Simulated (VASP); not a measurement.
# Rh (Fm-3m) in VASP: a series of runs

The runs below take Rh through single point, with PBE.

Everything below comes from runs of VASP 6.6.1. Logs are shortened: lines on timing, memory, paths and dates and some standing lists are left out, and cuts for length are marked.

## Step 1: The cell of the first run

It takes space group Fm-3m (No. 225, cubic). Conventional cell: a = 3.803 Å, b = 3.803 Å, c = 3.803 Å, α = 90.00°, β = 90.00°, γ = 90.00°. Within 3.5 Å of Rh (site symmetry m-3m) lie 12 Rh at 2.69 Å.

## Step 2: Single point, PBE

INCAR reads:

```
SYSTEM = Rh
  ALGO = Fast
  EDIFF = 1E-6
  ENCUT = 520
  GGA = PE
  ISIF = 2
  ISMEAR = 0
  LASPH = .True.
  LCHARG = .False.
  LREAL = .False.
  LWAVE = .False.
  NBANDS = 14
  NELM = 80
  PREC = Accurate
  SIGMA = 0.15
```

KPOINTS reads:

```
k-points
0
Gamma
  22 22 22
  0 0 0
```

POSCAR reads:

```
Rh
1.0
    0.0000000000      1.9015500000      1.9015500000
    1.9015500000      0.0000000000      1.9015500000
    1.9015500000      1.9015500000      0.0000000000
Rh
1
Direct
    0.0000000000      0.0000000000      0.0000000000
```

Potentials or basis: VASP PAW PBE potentials, release 64 (Rh_pv).

Launch:

```bash
cat potpaw_PBE.64/Rh_pv/POTCAR > POTCAR
mpirun -np 1 vasp_std > vasp.out
```

OUTCAR:

```text
SYSTEM = Rh
   EDIFF = 1E-6
   ENCUT = 520
   GGA = PE
   ISIF = 2
   ISMEAR = 0
   LASPH = .True.
   LREAL = .False.
   NELM = 80
   PREC = Accurate

 ion  position               nearest neighbor table
   1  0.000  0.000  0.000-

  LATTYP: Found a face centered cubic cell.
 ALAT       =     3.8031000000

  Lattice vectors:

 A1 = (   0.0000000000,   1.9015500000,   1.9015500000)
 A2 = (   1.9015500000,   0.0000000000,   1.9015500000)
 A3 = (   1.9015500000,   1.9015500000,   0.0000000000)

Analysis of symmetry for initial positions (statically):
=====================================================================
 Subroutine PRICEL returns:
 Original cell was already a primitive cell.

 Routine SETGRP: Setting up the symmetry group for a
 face centered cubic supercell.

 Subroutine GETGRP returns: Found 48 space group operations
 (whereof 48 operations were pure point group operations)
 out of a pool of 48 trial point group operations.

The static configuration has the point symmetry O_h .

Analysis of symmetry for dynamics (positions and initial velocities):
=====================================================================
 Subroutine PRICEL returns:
 Original cell was already a primitive cell.

 Routine SETGRP: Setting up the symmetry group for a
 face centered cubic supercell.

 Subroutine GETGRP returns: Found 48 space group operations
 (whereof 48 operations were pure point group operations)
 out of a pool of 48 trial point group operations.

The dynamic configuration has the point symmetry O_h .

 Subroutine INISYM returns: Found 48 space group operations
 (whereof 48 operations are pure point group operations),
 and found     1 'primitive' translations

----------------------------------------------------------------------------------------

                                     Primitive cell

  volume of cell :      13.7516

  direct lattice vectors                    reciprocal lattice vectors
     0.000000000  1.901550000  1.901550000    -0.262943388  0.262943388  0.262943388
     1.901550000  0.000000000  1.901550000     0.262943388 -0.262943388  0.262943388
     1.901550000  1.901550000  0.000000000     0.262943388  0.262943388 -0.262943388

  length of vectors
     2.689197800  2.689197800  2.689197800     0.455431308  0.455431308  0.455431308

  position of ions in fractional coordinates (direct lattice)
     0.000000000  0.000000000  0.000000000

  ion indices of the primitive-cell ions
   primitive index   ion index
                 1           1

----------------------------------------------------------------------------------------

 KPOINTS: k-points

Automatic generation of k-mesh.
 Grid dimensions read from file:
 generate k-points for:   22   22   22

 Generating k-lattice:

  Cartesian coordinates                     Fractional coordinates (reciprocal lattice)
    -0.011951972  0.011951972  0.011951972     0.045454545  0.000000000  0.000000000
     0.011951972 -0.011951972  0.011951972     0.000000000  0.045454545  0.000000000
     0.011951972  0.011951972 -0.011951972     0.000000000  0.000000000  0.045454545

  Length of vectors
     0.020701423  0.020701423  0.020701423

  Shift w.r.t. Gamma in fractional coordinates (k-lattice)
     0.000000000  0.000000000  0.000000000

 Subroutine IBZKPT returns following result:
 ===========================================

 Found    328 irreducible k-points:

 Following reciprocal coordinates:
            Coordinates               Weight
  0.000000  0.000000  0.000000      1.000000
  0.045455  0.000000  0.000000      8.000000
  0.090909  0.000000  0.000000      8.000000
  0.136364  0.000000  0.000000      8.000000
  0.181818  0.000000  0.000000      8.000000
  0.227273  0.000000  0.000000      8.000000
[... 16 lines left out ...]
  0.500000  0.045455  0.000000     24.000000
 -0.454545  0.045455  0.000000     24.000000
 [... further k-points ...]
   k-points           NKPTS =    328   k-points in BZ     NKDIM =    328   number of bands    NBANDS=     14
   number of dos      NEDOS =    301   number of ions     NIONS =      1
   total plane-waves  NPLWV =   8000
   dimension x,y,z NGX =    20 NGY =   20 NGZ =   20
   dimension x,y,z NGXF=    40 NGYF=   40 NGZF=   40
   ions per type =               1
   NGX,Y,Z   is equivalent  to a cutoff of  12.36, 12.36, 12.36 a.u.
   NGXF,Y,Z  is equivalent  to a cutoff of  24.73, 24.73, 24.73 a.u.
 SYSTEM =  Rh
   PREC   = accura    normal or accurate (medium, high low for compatibility)
   ISTART =      0    job   : 0-new  1-cont  2-samecut
   ICHARG =      2    charge: 1-file 2-atom 10-const
   ISPIN  =      1    spin polarized calculation?
   LNONCOLLINEAR =      F non collinear calculations
   LSORBIT =      F    spin-orbit coupling
   LASPH  =      T    aspherical Exc in radial PAW
   ENCUT  =  520.0 eV  38.22 Ry    6.18 a.u.   5.00  5.00  5.00*2*pi/ulx,y,z
   NELM   =     80;   NELMIN=  2; NELMDL= -5     # of ELM steps
   EDIFF  = 0.1E-05   stopping-criterion for ELM
   LREAL  =      F    real-space projection
   EDIFFG = 0.1E-04   stopping-criterion for IOM
   NSW    =      0    number of steps for IOM
   IBRION =     -1    ionic relax: 0-MD 1-quasi-New 2-CG
   NFREE  =      0    steps in history (QN), initial steepest desc. (CG)
   ISIF   =      2    stress and relaxation
   ISYM   =      2    0-nonsym 1-usesym 2-fastsym
   POTIM  = 0.5000    time-step for ionic-motion
   TEBEG  =    0.0;   TEEND  =   0.0 temperature during run
   PSTRESS=    0.0 pullay stress
   NELECT =      15.0000    total number of electrons
   NUPDOWN=      -1.0000    fix difference up-down
   EMIN   =  10.00;   EMAX   =-10.00  energy-range for DOS
   EFERMI =   0.00;   METHOD = LEGACY
   ISMEAR =     0;   SIGMA  =   0.15  broadening in eV -4-tet -1-fermi 0-gaus
   EFERMI_NEDOS =   21; number of points for ismear=-14 and -15
   IALGO  =     68    algorithm
   IMIX   =      4    mixing-type and parameters
     AMIX     =   0.40;   BMIX     =  1.00
     AMIX_MAG =   1.60;   BMIX_MAG =  1.00
  volume/ion in A,a.u.               =      13.75        92.80
  Fermi-wavevector in a.u.,A,eV,Ry     =   1.685211  3.184586 38.639656  2.839935
  Thomas-Fermi vector in A             =   2.768095
   LORBIT       =      0    0 simple, 1 ext, 2 COOP (PROOUT), +10 PAW based schemes
   GGA     = PE    functional components
   LHFCALC =     F    Hartree Fock is set to
   AEXX    =    0.0000 exact exchange contribution
   IVDW    =     0    specifies the selected vdW correction
   LEPSILON=     F    determine dielectric tensor
   LRPA    =     F    only Hartree local field effects (RPA)
 non-spin polarized calculation
 RMM-DIIS sequential band-by-band and
 Gauss-broadening in eV      SIGMA  =   0.15
  energy-cutoff  :      520.00
  volume of cell :       13.75
 maximum number of plane-waves:       388
   NGX =  9   NGY =  9   NGZ =  9

 number of electron      15.0000007 magnetization

 Free energy of the ion-electron system (eV)
  ---------------------------------------------------
  ext. energy  EPLUGINS =         0.00000000
  ---------------------------------------------------
  free energy    TOTEN  =        -7.26074527 eV

  energy without entropy =       -7.24564905  energy(sigma->0) =       -7.25319716

 E-fermi :  11.8940     XC(G=0): -14.0305

 val. band max:       11.8922301690   @ k =   0.3636   0.0000   0.0000
 cond. band min:      11.8971504304   @ k =   0.3182   0.2273   0.0000
 fundamental gap:      0.0049202614
 Fermi energy:        11.8939936330

 k-point     1 :       0.0000    0.0000    0.0000
  band No.  band energies     occupation
      1     -34.4805      2.00000
      2     -34.4805      2.00000
      3     -34.4805      2.00000
      4       3.9426      2.00000
      5       8.8229      2.00000
      6       8.8229      2.00000
      7       8.8229      2.00000
      8      10.9076      2.00000
      9      10.9076      2.00000
     10      27.8966      0.00000
     11      32.4298      0.00000
     12      33.3561      0.00000
     13      33.3561      0.00000
     14      33.3561      0.00000

 k-point     2 :       0.0455    0.0000    0.0000
  band No.  band energies     occupation
      1     -34.4958      2.00000
      2     -34.4825      2.00000
      3     -34.4825      2.00000
      4       4.0264      2.00000
      5       8.7852      2.00000
      6       8.8559      2.00000
      7       8.8559      2.00000
      8      10.8887      2.00000
      9      10.8887      2.00000
     10      28.0189      0.00000
     11      32.4288      0.00000
     12      32.8666      0.00000
     13      33.4783      0.00000
     14      33.4783      0.00000

 k-point     3 :       0.0909    0.0000    0.0000
  band No.  band energies     occupation
      1     -34.5405      2.00000
      2     -34.4886      2.00000
      3     -34.4886      2.00000
      4       4.2706      2.00000
      5       8.6845      2.00000
      6       8.9468      2.00000
      7       8.9468      2.00000
      8      10.8423      2.00000
      9      10.8423      2.00000
     10      28.3598      0.00000
     11      31.7599      0.00000
     12      32.4315      0.00000
     13      33.8366      0.00000
     14      33.8366      0.00000
[... 324 lines left out ...]
 k-point    23 :       0.5000    0.0455    0.0000
  band No.  band energies     occupation
      1     -35.2053      2.00000
      2     -34.5910      2.00000
      3     -34.5851      2.00000
      4       5.8470      2.00000
      5       8.6884      2.00000
      6       8.8037      2.00000
      7      11.6642      1.96970
      8      12.4729      0.00000
      9      13.4319      0.00000
     10      20.5698      0.00000
     11      27.5175      0.00000
     12      32.4293      0.00000
     13      33.0086      0.00000
     14      33.0634      0.00000

 k-point    24 :      -0.4545    0.0455    0.0000
  band No.  band energies     occupation
      1     -35.2006      2.00000
      2     -34.5931      2.00000
      3     -34.5818      2.00000
      4       5.8545      2.00000
      5       8.7041      2.00000
      6       8.8030      2.00000
      7      11.6457      1.98077
      8      12.3766      0.00001
      9      13.3839      0.00000
     10      20.7123      0.00000
     11      27.5479      0.00000
     12      32.4291      0.00000
     13      32.8717      0.00000
     14      33.3305      0.00000

 [... further k-points ...]
[... 5 lines left out ...]
  --------------------------------------------------------------------------------------
  -------------------------------------------------------------------------------------
  Total        0.5001835      0.5001835      0.5001835      0.0000000      0.0000000     -0.0000000
  in kB       58.2755928     58.2755928     58.2755928      0.0000000      0.0000000     -0.0000000
  external PRESSURE =      58.2755928 kB  Pullay stress =       0.0000000 kB

 VOLUME and BASIS-vectors are now :
 -----------------------------------------------------------------------------
  energy-cutoff  :      520.00
  volume of cell :       13.75
      direct lattice vectors                 reciprocal lattice vectors
     0.000000000  1.901550000  1.901550000    -0.262943388  0.262943388  0.262943388
     1.901550000  0.000000000  1.901550000     0.262943388 -0.262943388  0.262943388
     1.901550000  1.901550000  0.000000000     0.262943388  0.262943388 -0.262943388

 POSITION                                       TOTAL-FORCE (eV/Angst)
 -----------------------------------------------------------------------------------
      0.00000      0.00000      0.00000        -0.000000      0.000000     -0.000000
 -----------------------------------------------------------------------------------
    total drift:                                0.000000      0.000000      0.000000

  FREE ENERGIE OF THE ION-ELECTRON SYSTEM (eV)
  ---------------------------------------------------
  free  energy   TOTEN  =        -7.2607452667 eV

  energy  without entropy=       -7.2456490471  energy(sigma->0) =       -7.25319716
```

Run time: 72 s. Hardware: 1 thread of Intel Xeon Platinum 8259CL at 2.50GHz (Skylake/Cascade Lake), shared host; peak memory 0.17 GiB.

Results:

```
Free energy : -7.2607 eV
Pressure    : 5.8 GPa
```

Levels at points of the mesh, in eV from the Fermi level:
```csv
k point,band 3,band 4,band 5,band 6,band 7,band 8,band 9,band 10,band 11,band 12
"(0.00, 0.00, 0.00)",-46.37,-7.95,-3.07,-3.07,-3.07,-0.99,-0.99,16.00,20.54,21.46
"(0.50, 0.00, 0.00)",-46.48,-6.11,-3.15,-3.15,0.57,0.57,0.74,8.65,15.51,20.54
"(0.50, 0.50, 0.00)",-46.64,-6.31,-5.94,0.54,0.99,0.99,3.27,12.28,13.33,13.33
```

## Step 3: Single point, PBE

INCAR reads:

```
SYSTEM = Rh
PREC = Accurate ; ENCUT = 520
EDIFF = 1E-6 ; ISMEAR = 0
SIGMA = 0.15 ; LREAL = .FALSE.
LASPH = .TRUE. ; NELM = 80
ALGO = Fast ; ISIF = 2
LWAVE = .FALSE. ; LCHARG = .TRUE.
GGA = PE ; LELF = .TRUE.
LVHAR = .TRUE. ; NBANDS = 14
```

KPOINTS reads:

```
Automatic mesh
0
G
  24 24 24
  0 0 0
```

POSCAR is that of step 2.

Potentials or basis: VASP PAW PBE potentials, release 64 (Rh_pv).

Launch:

```bash
cat potpaw_PBE.64/Rh_pv/POTCAR > POTCAR
mpirun -np 1 vasp_std > vasp.out
```

Wall time 1.7 min (1 thread of Intel Xeon Platinum 8259CL at 2.50GHz (Skylake/Cascade Lake), shared host); peak memory 0.18 GiB.

Results (log left out):

- Free energy: -7.2606 eV
- Pressure: 5.8 GPa

Levels at points of the mesh, in eV from the Fermi level:
```tsv
k point	band 3	band 4	band 5	band 6	band 7	band 8	band 9	band 10	band 11	band 12
(0.00, 0.00, 0.00)	-46.38	-7.95	-3.07	-3.07	-3.07	-0.99	-0.99	16.00	20.53	21.46
(0.50, 0.00, 0.00)	-46.48	-6.11	-3.15	-3.15	0.57	0.57	0.74	8.65	15.51	20.53
(0.50, 0.50, 0.00)	-46.64	-6.31	-5.94	0.54	0.99	0.99	3.27	12.28	13.33	13.33
```

## Step 4: Single point, PBE

This run uses another cell than the first one: it holds 2 atoms, not 1.

INCAR reads:

```
SYSTEM = Rh
  PREC = Accurate
  ENCUT = 520
  EDIFF = 1E-6
  ISMEAR = 0
  SIGMA = 0.15
  LREAL = .FALSE.
  LASPH = .TRUE.
  NELM = 60
  ALGO = Fast
  ISIF = 2
  LWAVE = .FALSE.
  LCHARG = .TRUE.
  GGA = PE
  LELF = .TRUE.
  LVHAR = .TRUE.
  NBANDS = 22
```

KPOINTS reads:

```
regular mesh
0
G
  18 18 12
  0 0 0
```

POSCAR reads:

```
Rh
1.0
    0.0000000000     -1.9015500000     -1.9015500000
    0.0000000000      1.9015500000     -1.9015500000
    3.8031000000      0.0000000000      0.0000000000
Rh
2
Direct
    0.5000000000      0.5000000000      0.5000000000
    0.0000000000      0.0000000000      0.0000000000
```

Launch:

```bash
cat potpaw_PBE.64/Rh_pv/POTCAR > POTCAR
mpirun -np 1 vasp_std > vasp.out
```

Run time: 3.1 min. Hardware: 1 thread of Intel Xeon Platinum 8259CL at 2.50GHz (Skylake/Cascade Lake), shared host; peak memory 0.28 GiB.

The run converged. Its results:

- Free energy: -14.5213 eV
- Pressure: 5.9 GPa
- Band gap on the k mesh: zero (band 15 reaches 12.89 eV, above the bottom of band 16 at 10.44 eV)

Levels at points of the mesh, in eV from the Fermi level:
```
           k point  band 13  band 14  band 15  band 16  band 17  band 18
(0.00, 0.00, 0.00)    -0.99    -0.99     0.54     0.99     0.99     3.27
(0.50, 0.00, 0.00)    -1.90    -1.90    -1.10    -1.10     3.06     3.06
(0.50, 0.50, 0.00)     0.99     0.99     0.99     0.99     3.27     3.27
(0.00, 0.00, 0.50)    -1.46    -1.46    -1.46    -1.46    -0.27    -0.27
(0.50, 0.00, 0.50)     0.57     0.57     0.57     0.57     0.74     0.74
(0.50, 0.50, 0.50)    -1.21    -1.21     0.99     0.99     9.63     9.63
```

## Step 5: Overview

```csv
cell,k mesh,further INCAR settings,gap on the mesh (eV),pressure (GPa)
"a = 2.689 Å, angles 60.0°, 1 atom",22 × 22 × 22,ALGO = Fast; EDIFF = 1e-06; NBANDS = 14,none,5.8
"a = 2.689 Å, angles 60.0°, 1 atom",24 × 24 × 24,ALGO = Fast; EDIFF = 1e-06; NBANDS = 14,none,5.8
"a = 2.689, b = 2.689, c = 3.803 Å, 2 atoms",18 × 18 × 12,ALGO = Fast; EDIFF = 1e-06; NBANDS = 22,none,5.9
```

Alike in all rows: task single point; level PBE; potentials or basis VASP PAW PBE potentials, release 64 (Rh_pv); no spin polarisation; cutoff (eV) 520; smearing gaussian 0.15 eV.

Total energies depend on the potentials used, so only differences within one code and one set of settings carry meaning.
